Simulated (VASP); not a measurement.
# TiSi16 (a cell with a defect) in VASP: notebook, part 2 of 2

VASP 6.6.1.

### 4 Single point, PBE

File INCAR:

```
  PREC = Accurate
  ENCUT = 520
  EDIFF = 1E-6
  ISMEAR = 0
  SIGMA = 0.02
  LREAL = Auto
  LASPH = True
  NELM = 80
  ALGO = Normal
  ISIF = 2
  LWAVE = False
  LCHARG = False
  GGA = PE
  NBANDS = 52
```

File KPOINTS:

```
regular mesh
0
Gamma
  2 2 2
```

File POSCAR:

```
TiSi16
1.0
    0.0000000000      5.4300000000      5.4300000000
    5.4300000000      0.0000000000      5.4300000000
    5.4300000000      5.4300000000      0.0000000000
Si Ti
16 1
Direct
    0.0125755985     -0.0409465009      0.0131365562
    0.1134406998      0.1157810313      0.1139815838
   -0.0227978821      0.0027684162      0.5104870166
    0.1114707182      0.1204143646      0.6556690608
    0.0001136280      0.4888259669     -0.0001186004
    0.1376130755      0.5874650092      0.1373077348
   -0.0017037753      0.4928407919      0.5099477901
    0.1182526703      0.6305911602      0.6260793738
    0.5099317680      0.0028627072     -0.0223207182
    0.6550907919      0.1204281768      0.1119856354
    0.5084976980      0.0067720994      0.5089669429
    0.6132877532      0.1618334254      0.6137476059
    0.5101886740      0.4928855433     -0.0019741252
    0.6263074586      0.6306474217      0.1179536832
    0.4892442910      0.5336706262      0.4889507366
    0.6245881215      0.6342597606      0.6243529466
    0.2856258748      1.1415269797      0.2862148250
```

Potentials or basis: VASP PAW PBE potentials, release 64 (Si, Ti_sv).

Started as:

```sh
$ cat potpaw_PBE.64/Si/POTCAR potpaw_PBE.64/Ti_sv/POTCAR > POTCAR
$ mpirun -np 1 vasp_std > vasp.out
```

OUTCAR:

```text
PREC = Accurate
   ENCUT = 520
   EDIFF = 1E-6
   ISMEAR = 0
   LREAL = Auto
   LASPH = True
   NELM = 80
   ISIF = 2
   GGA = PE

 ion  position               nearest neighbor table
   1  0.013  0.959  0.013-   4 2.26  10 2.26   2 2.26   6 2.33
   2  0.113  0.116  0.114-   1 2.26   5 2.34  17 2.41   9 2.49   3 2.49
   3  0.977  0.003  0.510-  12 2.30   8 2.34   2 2.49   4 2.49  17 2.51
   4  0.111  0.120  0.656-   1 2.26   7 2.34  17 2.41   3 2.49  11 2.49
   5  0.000  0.489  1.000-   2 2.34   8 2.35  14 2.35   6 2.35
   6  0.138  0.587  0.137-   1 2.33  13 2.34   7 2.34   5 2.35  17 2.80
   7  0.998  0.493  0.510-   4 2.34   6 2.34   8 2.35  16 2.35
[... 647 lines left out ...]
  in kB       50.0579147     49.8608641     50.0712141      6.2890934      6.2777529     -6.7471648
  external PRESSURE =      49.9966643 kB  Pullay stress =       0.0000000 kB

 VOLUME and BASIS-vectors are now :
 -----------------------------------------------------------------------------
  energy-cutoff  :      520.00
  volume of cell :      320.21
      direct lattice vectors                 reciprocal lattice vectors
     0.000000000  5.430000000  5.430000000    -0.092081031  0.092081031  0.092081031
     5.430000000  0.000000000  5.430000000     0.092081031 -0.092081031  0.092081031
     5.430000000  5.430000000  0.000000000     0.092081031  0.092081031 -0.092081031

 POSITION                                       TOTAL-FORCE (eV/Angst)
 -----------------------------------------------------------------------------------
      5.27899      0.13962      5.27595        -0.138452      0.142233     -0.139999
      1.24761      1.23490      1.24467        -0.159694      0.045927     -0.159015
      2.78698      8.07815      5.32124        -0.068088      0.065074      0.064999
      4.21413      4.16557      1.25914        -0.031236      0.158145     -0.161378
      8.08368      5.42997      2.65494        -0.103008      0.032778     -0.103170
      3.93552      1.49282      3.93717        -0.116344      0.122644     -0.117489
[... 9 lines left out ...]
      6.83427      6.78175      6.83554        -0.067859      0.047830     -0.068994
      2.32264      3.10509      2.31944         1.186952     -1.200938      1.182147
 -----------------------------------------------------------------------------------
    total drift:                                0.007307     -0.003134      0.001861

  FREE ENERGIE OF THE ION-ELECTRON SYSTEM (eV)
  ---------------------------------------------------
  free  energy   TOTEN  =       -91.0775991965 eV

  energy  without entropy=      -91.0740055712  energy(sigma->0) =      -91.07580238
```

stdout:

```text
POSCAR found type information on POSCAR SiTi
 POSCAR found :  2 types and      17 ions
 scaLAPACK will be used
 LDA part: xc-table for (Slater+PW92), standard interpolation
 POSCAR, INCAR and KPOINTS ok, starting setup
 FFT: planning ... GRIDC
 FFT: planning ... GRID_SOFT
 FFT: planning ... GRID
 WAVECAR not read
 entering main loop
```

It took 5.1 min on 1 thread of Intel Xeon Platinum 8488C (Sapphire Rapids), shared host; peak memory 0.49 GiB.

What came out:

* Free energy: -91.0776 eV
* Pressure: 5.0 GPa
* Largest force: 2.061 eV/Å
* Band gap on the k mesh: zero (band 38 reaches 6.99 eV, above the bottom of band 39 at 6.64 eV)

Forces on the atoms (eV/Å):
```
Si  -0.138  0.142 -0.140
Si  -0.160  0.046 -0.159
Si  -0.068  0.065  0.065
Si  -0.031  0.158 -0.161
Si  -0.103  0.033 -0.103
Si  -0.116  0.123 -0.117
Si  -0.035  0.105 -0.100
Si  -0.064  0.063 -0.039
Si   0.063  0.066 -0.066
Si  -0.164  0.159 -0.029
Si  -0.075 -0.066 -0.072
Si  -0.034  0.032 -0.033
Si  -0.099  0.104 -0.036
Si  -0.039  0.063 -0.064
Si  -0.055  0.060 -0.057
Si  -0.068  0.048 -0.069
Ti   1.187 -1.201  1.182
```

Levels at points of the mesh, in eV from the Fermi level:
```
           k point  band 34  band 35  band 36  band 37  band 38  band 39  band 40  band 41  band 42  band 43
(0.00, 0.00, 0.00)    -1.20    -1.19    -0.75    -0.49    -0.27    -0.26    -0.11    -0.11     0.10     0.41
(0.50, 0.00, 0.00)    -1.65    -1.42    -1.30    -0.41     0.00     0.18     0.58     0.61     0.77     0.83
(0.00, 0.50, 0.00)    -2.21    -1.37    -1.37    -0.19    -0.18    -0.09     0.69     0.70     0.78     1.24
(0.00, 0.00, 0.50)    -1.65    -1.42    -1.30    -0.41     0.00     0.18     0.58     0.61     0.77     0.83
(0.50, 0.50, 0.50)    -1.64    -1.44    -1.32    -0.41    -0.01     0.18     0.58     0.62     0.76     0.84
(0.50, 0.50, 0.00)    -2.10    -1.89    -1.83    -0.27     0.08     0.29     0.54     0.91     0.99     1.41
(0.00, 0.50, 0.50)    -2.10    -1.89    -1.83    -0.27     0.08     0.29     0.54     0.91     0.99     1.41
(0.50, 0.00, 0.50)    -2.10    -1.89    -1.83    -0.26     0.09     0.28     0.53     0.92     0.99     1.41
```

Caveat: the k points lie up to 0.50 Å⁻¹ apart.

### 5 Single point, PBE

File INCAR:

```
SYSTEM = TiSi16
PREC = Accurate
ENCUT = 520
EDIFF = 1E-7
ISMEAR = 0
SIGMA = 0.02
LREAL = Auto
LASPH = .True.
NELM = 60
ALGO = Normal
ISIF = 2
LWAVE = .False.
LCHARG = .False.
GGA = PE
NBANDS = 52
```

File KPOINTS:

```
Automatic mesh
0
Gamma
  2 2 2
  0 0 0
```

File POSCAR:

```
TiSi16
1.0
    0.0000000000      5.4300000000      5.4300000000
    5.4300000000      0.0000000000      5.4300000000
    5.4300000000      5.4300000000      0.0000000000
Si Ti
16 1
Direct
    0.0102881215     -0.0322522099      0.0107790976
    0.1210083794      0.1094166667      0.1213929098
   -0.0168892265      0.0026649171      0.5078059853
    0.1179042357      0.1143500921      0.6481721915
   -0.0007708103      0.4888781768     -0.0010824125
    0.1320747698      0.6045587477      0.1317640884
   -0.0029846225      0.4922188766      0.5121975138
    0.1202045120      0.6290190608      0.6256833333
    0.5073825967      0.0027124309     -0.0165884899
    0.6477266114      0.1142441068      0.1183437385
    0.5059706262      0.0056805709      0.5064122468
    0.6149418048      0.1567114180      0.6152804788
    0.5123995396      0.4921291897     -0.0032074586
    0.6259282689      0.6290544199      0.1198639963
    0.4909690608      0.5278626151      0.4906373849
    0.6242558011      0.6319692449      0.6240532228
    0.2614396869      1.2149369245      0.2618271639
```

Potentials or basis: VASP PAW PBE potentials, release 64 (Si, Ti_sv).

Started as:

```sh
$ cat potpaw_PBE.64/Si/POTCAR potpaw_PBE.64/Ti_sv/POTCAR > POTCAR
$ mpirun -np 1 vasp_std > vasp.out
```

OUTCAR:

```text
SYSTEM = TiSi16
   PREC = Accurate
   ENCUT = 520
   EDIFF = 1E-7
   ISMEAR = 0
   LREAL = Auto
   LASPH = .True.
   NELM = 60
   ISIF = 2
   GGA = PE

 ion  position               nearest neighbor table
   1  0.010  0.968  0.011-   6 2.28  10 2.28   4 2.28   2 2.28
   2  0.121  0.109  0.121-   1 2.28   5 2.38   9 2.43   3 2.43  17 2.43
   3  0.983  0.003  0.508-  12 2.32   8 2.34   2 2.43   4 2.43  17 2.68
   4  0.118  0.114  0.648-   1 2.28   7 2.37   3 2.43  17 2.43  11 2.44
   5  0.999  0.489  0.999-   8 2.34  14 2.34   2 2.38   6 2.39  17 2.85
   6  0.132  0.605  0.132-   1 2.28  13 2.39   7 2.39   5 2.39  17 2.44
[... 649 lines left out ...]
  in kB       37.8756635     39.8286515     37.6661584      0.6314364      0.6203974     -1.4971520
  external PRESSURE =      38.4568244 kB  Pullay stress =       0.0000000 kB

 VOLUME and BASIS-vectors are now :
 -----------------------------------------------------------------------------
  energy-cutoff  :      520.00
  volume of cell :      320.21
      direct lattice vectors                 reciprocal lattice vectors
     0.000000000  5.430000000  5.430000000    -0.092081031  0.092081031  0.092081031
     5.430000000  0.000000000  5.430000000     0.092081031 -0.092081031  0.092081031
     5.430000000  5.430000000  0.000000000     0.092081031  0.092081031 -0.092081031

 POSITION                                       TOTAL-FORCE (eV/Angst)
 -----------------------------------------------------------------------------------
      5.31340      0.11439      5.31073         0.038785     -0.023542      0.040775
      1.25330      1.31624      1.25121        -0.020637      0.196728     -0.019747
      2.77186      8.09568      5.35276        -0.061124      0.063771      0.043629
      4.14050      4.15979      1.26114        -0.192143      0.027724     -0.026880
      8.07873     10.84994      8.08042        -0.042292      0.001117     -0.043099
      3.99823      1.43265      3.99992         0.105269     -0.103966      0.102949
[... 9 lines left out ...]
      6.82020      6.77832      6.82130        -0.056582      0.022638     -0.058631
      2.58883      2.84134      2.58672         0.555364     -0.552496      0.559097
 -----------------------------------------------------------------------------------
    total drift:                                0.002890      0.000204      0.004463

  FREE ENERGIE OF THE ION-ELECTRON SYSTEM (eV)
  ---------------------------------------------------
  free  energy   TOTEN  =       -92.0513581463 eV

  energy  without entropy=      -92.0437515184  energy(sigma->0) =      -92.04755483
```

Wall time 4.3 min (1 thread of Intel Xeon Platinum 8488C (Sapphire Rapids), shared host); peak memory 0.5 GiB.

Results:

- Free energy: -92.0514 eV
- Pressure: 3.8 GPa
- Largest force: 0.962 eV/Å
- Band gap on the k mesh: zero (band 38 reaches 6.90 eV, above the bottom of band 39 at 6.58 eV)

Forces on the atoms (eV/Å):
```
Si   0.039 -0.024  0.041
Si  -0.021  0.197 -0.020
Si  -0.061  0.064  0.044
Si  -0.192  0.028 -0.027
Si  -0.042  0.001 -0.043
Si   0.105 -0.104  0.103
Si  -0.009  0.047 -0.053
Si  -0.049  0.044 -0.021
Si   0.042  0.064 -0.060
Si  -0.029  0.027 -0.193
Si  -0.072 -0.029 -0.071
Si  -0.066  0.059 -0.064
Si  -0.051  0.046 -0.013
Si  -0.021  0.044 -0.051
Si  -0.071  0.066 -0.071
Si  -0.057  0.023 -0.059
Ti   0.555 -0.552  0.559
```

Caveat: the k points lie up to 0.50 Å⁻¹ apart.
